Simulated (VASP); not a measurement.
# Ta (Im-3m) in VASP: further runs, part 2 of 2

VASP 6.6.1. Earlier steps stand in the parts before.

**3. Single point, PBE**

This run uses another cell than the first one, of 15.24 Å³/atom, 0.846 times its volume.

The input, INCAR:

```
PREC = Accurate ; ENCUT = 520
EDIFF = 1E-7 ; ISMEAR = -1
SIGMA = 0.1 ; LREAL = F
LASPH = T ; NELM = 80
ALGO = Normal ; ISIF = 2
LWAVE = F ; LCHARG = F
GGA = PE ; NBANDS = 12
```

The input, KPOINTS:

```
Automatic mesh
0
Gamma
  18 18 18
```

The input, POSCAR:

```
Ta
1.0
   -1.5617480959      1.5617480959      1.5617480959
    1.5617480959     -1.5617480959      1.5617480959
    1.5617480959      1.5617480959     -1.5617480959
Ta
1
Direct
    0.0000000000      0.0000000000      0.0000000000
```

Potentials or basis: VASP PAW PBE potentials, release 64 (Ta_pv).

On the command line:

```bash
$ cat potpaw_PBE.64/Ta_pv/POTCAR > POTCAR
$ mpirun -np 1 vasp_std > vasp.out
```

OUTCAR:

```text
PREC = Accurate
   ENCUT = 520
   EDIFF = 1E-7
   ISMEAR = -1
   LREAL = F
   LASPH = T
   NELM = 80
   ISIF = 2
   GGA = PE

 ion  position               nearest neighbor table
   1  0.000  0.000  0.000-

  LATTYP: Found a body centered cubic cell.
 ALAT       =     3.1234961918

  Lattice vectors:

 A1 = (  -1.5617480959,   1.5617480959,   1.5617480959)
 A2 = (   1.5617480959,  -1.5617480959,   1.5617480959)
 A3 = (   1.5617480959,   1.5617480959,  -1.5617480959)

Analysis of symmetry for initial positions (statically):
=====================================================================
 Subroutine PRICEL returns:
 Original cell was already a primitive cell.

 Routine SETGRP: Setting up the symmetry group for a
 body centered cubic supercell.

 Subroutine GETGRP returns: Found 48 space group operations
 (whereof 48 operations were pure point group operations)
 out of a pool of 48 trial point group operations.

The static configuration has the point symmetry O_h .

Analysis of symmetry for dynamics (positions and initial velocities):
=====================================================================
 Subroutine PRICEL returns:
 Original cell was already a primitive cell.

 Routine SETGRP: Setting up the symmetry group for a
 body centered cubic supercell.

 Subroutine GETGRP returns: Found 48 space group operations
 (whereof 48 operations were pure point group operations)
 out of a pool of 48 trial point group operations.

The dynamic configuration has the point symmetry O_h .

 Subroutine INISYM returns: Found 48 space group operations
 (whereof 48 operations are pure point group operations),
 and found     1 'primitive' translations

----------------------------------------------------------------------------------------

                                     Primitive cell

  volume of cell :      15.2368

  direct lattice vectors                    reciprocal lattice vectors
[... 107 lines left out ...]
  Fermi-wavevector in a.u.,A,eV,Ry     =   1.468615  2.775281 29.345470  2.156831
  Thomas-Fermi vector in A             =   2.584092
   LORBIT       =      0    0 simple, 1 ext, 2 COOP (PROOUT), +10 PAW based schemes
   GGA     = PE    functional components
   LHFCALC =     F    Hartree Fock is set to
   AEXX    =    0.0000 exact exchange contribution
   IVDW    =     0    specifies the selected vdW correction
   LEPSILON=     F    determine dielectric tensor
   LRPA    =     F    only Hartree local field effects (RPA)
 non-spin polarized calculation
  energy-cutoff  :      520.00
  volume of cell :       15.24
 maximum number of plane-waves:       426
   NGX =  9   NGY =  9   NGZ =  9

 number of electron      11.0000004 magnetization

 Free energy of the ion-electron system (eV)
  ---------------------------------------------------
  ext. energy  EPLUGINS =         0.00000000
  ---------------------------------------------------
  free energy    TOTEN  =       -11.41429313 eV

  energy without entropy =      -11.37852982  energy(sigma->0) =      -11.39641148

 E-fermi :   6.9343     XC(G=0): -13.4986

 val. band max:        6.9340519536   @ k =   0.3333   0.1667   0.1667
 cond. band min:       6.9358772617   @ k =  -0.3333   0.3889   0.0556
 fundamental gap:      0.0018253081
 Fermi energy:         6.9343203782

 k-point     1 :       0.0000    0.0000    0.0000
  band No.  band energies     occupation
      1     -25.4586      2.00000
      2     -25.4586      2.00000
      3     -25.4586      2.00000
      4      -1.5844      2.00000
      5       7.6254      0.00199
      6       7.6254      0.00199
      7       7.6254      0.00199
      8      11.5240      0.00000
      9      11.5240      0.00000
     10      22.1904      0.00000
     11      22.7394      0.00000
     12      22.7394      0.00000
[... 331 lines left out ...]
 k-point    24 :       0.3889    0.1111    0.0000
  band No.  band energies     occupation
      1     -27.3321      2.00000
      2     -26.1460      2.00000
      3     -25.5691      2.00000
      4       2.2562      2.00000
      5       4.9954      2.00000
      6       8.1857      0.00001
      7      11.3530      0.00000
      8      13.0079      0.00000
      9      16.5785      0.00000
     10      20.7019      0.00000
     11      21.5327      0.00000
     12      22.2369      0.00000

 [... further k-points ...]
[... 5 lines left out ...]
  --------------------------------------------------------------------------------------
  -------------------------------------------------------------------------------------
  Total        4.8297681      4.8297681      4.8297681      0.0000000      0.0000000     -0.0000000
  in kB      507.8598855    507.8598855    507.8598855      0.0000000      0.0000000     -0.0000000
  external PRESSURE =     507.8598855 kB  Pullay stress =       0.0000000 kB

 VOLUME and BASIS-vectors are now :
 -----------------------------------------------------------------------------
  energy-cutoff  :      520.00
  volume of cell :       15.24
      direct lattice vectors                 reciprocal lattice vectors
    -1.561748096  1.561748096  1.561748096     0.000000000  0.320154064  0.320154064
     1.561748096 -1.561748096  1.561748096     0.320154064  0.000000000  0.320154064
     1.561748096  1.561748096 -1.561748096     0.320154064  0.320154064  0.000000000

 POSITION                                       TOTAL-FORCE (eV/Angst)
 -----------------------------------------------------------------------------------
      0.00000      0.00000      0.00000        -0.000000     -0.000000     -0.000000
 -----------------------------------------------------------------------------------
    total drift:                                0.000000     -0.000000     -0.000000

  FREE ENERGIE OF THE ION-ELECTRON SYSTEM (eV)
  ---------------------------------------------------
  free  energy   TOTEN  =       -11.4142931298 eV

  energy  without entropy=      -11.3785298221  energy(sigma->0) =      -11.39641148
```

OSZICAR:

```text
N       E                     dE             d eps       ncg     rms          rms(c)
DAV:   1     0.604764482995E+02    0.60476E+02   -0.61678E+03  4716   0.903E+02
DAV:   2    -0.108478734426E+02   -0.71324E+02   -0.69513E+02  5240   0.250E+02
DAV:   3    -0.117697038219E+02   -0.92183E+00   -0.91837E+00  5492   0.268E+01
DAV:   4    -0.117715251409E+02   -0.18213E-02   -0.18212E-02  5084   0.132E+00
DAV:   5    -0.117715296282E+02   -0.44873E-05   -0.44871E-05  5460   0.612E-02    0.182E+01
DAV:   6    -0.115090575059E+02    0.26247E+00   -0.18537E-01  5376   0.476E+00    0.957E+00
DAV:   7    -0.114155723407E+02    0.93485E-01   -0.18931E-01  5364   0.462E+00    0.438E-01
DAV:   8    -0.114143146556E+02    0.12577E-02   -0.39776E-03  4888   0.681E-01    0.102E-01
DAV:   9    -0.114142979391E+02    0.16717E-04   -0.63269E-05  5404   0.932E-02    0.286E-02
DAV:  10    -0.114142933682E+02    0.45709E-05   -0.26169E-06  5048   0.190E-02    0.371E-03
DAV:  11    -0.114142931985E+02    0.16972E-06   -0.45314E-08  3364   0.240E-03    0.387E-04
DAV:  12    -0.114142931298E+02    0.68737E-07   -0.44457E-09  2568   0.787E-04
   1 F= -.11414293E+02 E0= -.11396411E+02  d E =-.357633E-01
```

stdout:

```text
POSCAR found type information on POSCAR Ta
 POSCAR found :  1 types and       1 ions
 scaLAPACK will be used
 LDA part: xc-table for (Slater+PW92), standard interpolation
 POSCAR, INCAR and KPOINTS ok, starting setup
 FFT: planning ... GRIDC
 FFT: planning ... GRID_SOFT
 FFT: planning ... GRID
 WAVECAR not read
 entering main loop
```

Wall time 31 s (1 thread of Intel Xeon Platinum 8259CL at 2.50GHz (Skylake/Cascade Lake), shared host); peak memory 0.15 GiB.

What came out:

```
Free energy : -11.4143 eV
Pressure    : 50.8 GPa
```

Levels at points of the mesh, in eV from the Fermi level:
```csv
k point,band 3,band 4,band 5,band 6,band 7,band 8,band 9,band 10
"(0.00, 0.00, 0.00)",-32.39,-8.52,0.69,0.69,0.69,4.59,4.59,15.26
"(0.50, 0.00, 0.00)",-32.42,-5.20,-2.12,2.54,4.62,5.85,9.57,12.73
"(0.50, 0.50, 0.50)",-33.75,-4.93,-4.93,8.29,8.29,8.29,10.37,10.37
```

Caveat: spin-orbit coupling is left out, which moves the levels of the heavy elements.

**4. Relaxation of cell and atoms, PBE, target pressure 50.2 GPa, at which the enthalpy is minimised**

This run uses another cell than the first one, of 15.23 Å³/atom, 0.846 times its volume.

The input, INCAR:

```
ALGO     = Normal         # electronic algorithm
EDIFF    = 1E-6           # SCF threshold, eV
EDIFFG   = -0.002         # ionic threshold
ENCUT    = 600            # plane-wave cutoff, eV
GGA      = PE             # functional
IBRION   = 2              # ionic algorithm
ISIF     = 3              # what is computed and relaxed
ISMEAR   = -1             # smearing method
LASPH    = True           # aspherical terms in the spheres
LCHARG   = False          # write CHGCAR
LREAL    = False          # projectors in reciprocal space
LWAVE    = False          # write WAVECAR
NELM     = 80             # most SCF steps
NSW      = 80             # ionic steps
PREC     = Accurate       # precision mode
PSTRESS  = 502.0        
SIGMA    = 0.1            # smearing width, eV
```

The input, KPOINTS:

```
k-points
0
Gamma
  18 18 18
```

The input, POSCAR:

```
Ta
1.0
   -1.5615131466      1.5615131466      1.5615131466
    1.5615131466     -1.5615131466      1.5615131466
    1.5615131466      1.5615131466     -1.5615131466
Ta
1
Direct
    0.0000000000      0.0000000000      0.0000000000
```

On the command line:

```bash
$ cat potpaw_PBE.64/Ta_pv/POTCAR > POTCAR
$ mpirun -np 1 vasp_std > vasp.out
```

It took 47 s on 1 thread of Intel Xeon Platinum 8259CL at 2.50GHz (Skylake/Cascade Lake), shared host; peak memory 0.17 GiB.

It converged, with:

```
Free energy                                            : -11.4227 eV
Relaxed volume                                         : 15.26 Å³/atom
Relaxed cell                                           : a = 2.707 Å, b = 2.707 Å, c = 2.707 Å, α = 109.47°, β = 109.47°, γ = 109.47°
Space group after relaxing (to 0.05 Å)                 : Im-3m (No. 229)
Energy change on relaxing (the enthalpy is what falls) : -10.1 meV/atom
Ionic steps                                            : 3
Pressure after relaxing                                : 50.2 GPa
```

The path:
```csv
step,energy change (eV),largest force (eV/Å),pressure (GPa),volume (Å³)
1,0.0000,0.0000,50.99,15.23
2,-0.0506,0.0000,47.01,15.40
3,-0.0101,0.0000,50.21,15.26
```

Final structure:
```
Ta
1.0
    -1.56260    1.56260    1.56260
     1.56260   -1.56260    1.56260
     1.56260    1.56260   -1.56260
Ta
1
Direct
  0.00000 0.00000 0.00000
```

Levels at points of the mesh, in eV from the Fermi level:
```tsv
k point	band 4	band 5	band 6	band 7	band 8	band 9
(0.00, 0.00, 0.00)	-8.51	0.69	0.69	0.69	4.58	4.58
(0.50, 0.00, 0.00)	-5.19	-2.12	2.53	4.61	5.84	9.55
(0.50, 0.50, 0.50)	-4.92	-4.92	8.28	8.28	8.28	10.35
```

Caveat: the cell is relaxed towards a set pressure, so the enthalpy falls and the energy may rise; spin-orbit coupling is left out, which moves the levels of the heavy elements.

**5. Overview**

| task | cell | k mesh | cutoff (eV) | smearing | gap on the mesh (eV) | pressure (GPa) |
| --- | --- | --- | --- | --- | --- | --- |
| relaxation of cell and atoms | relaxed to 50.2 GPa from a = 2.860 Å, angles 109.5°, 1 atom | 8 × 8 × 8 | 600 | gaussian 0.1 eV | none | 50.2 |
| single point | a = 2.705 Å, angles 109.5°, 1 atom | 18 × 18 × 18 | 520 | fermi-dirac 0.1 eV | none | 50.8 |
| relaxation of cell and atoms | relaxed to 50.2 GPa from a = 2.705 Å, angles 109.5°, 1 atom | 18 × 18 × 18 | 600 | fermi-dirac 0.1 eV | none | 50.2 |

Alike in all rows: level PBE; potentials or basis VASP PAW PBE potentials, release 64 (Ta_pv); no spin polarisation.

Caveats: spin-orbit coupling is left out, which moves the levels of the heavy elements; the cell is relaxed towards a set pressure, so the enthalpy falls and the energy may rise (some runs); the volume moved by over 15 % at a fixed basis, so the end points are rough (some runs).

Absolute energies hang on the potentials; compare differences alone.
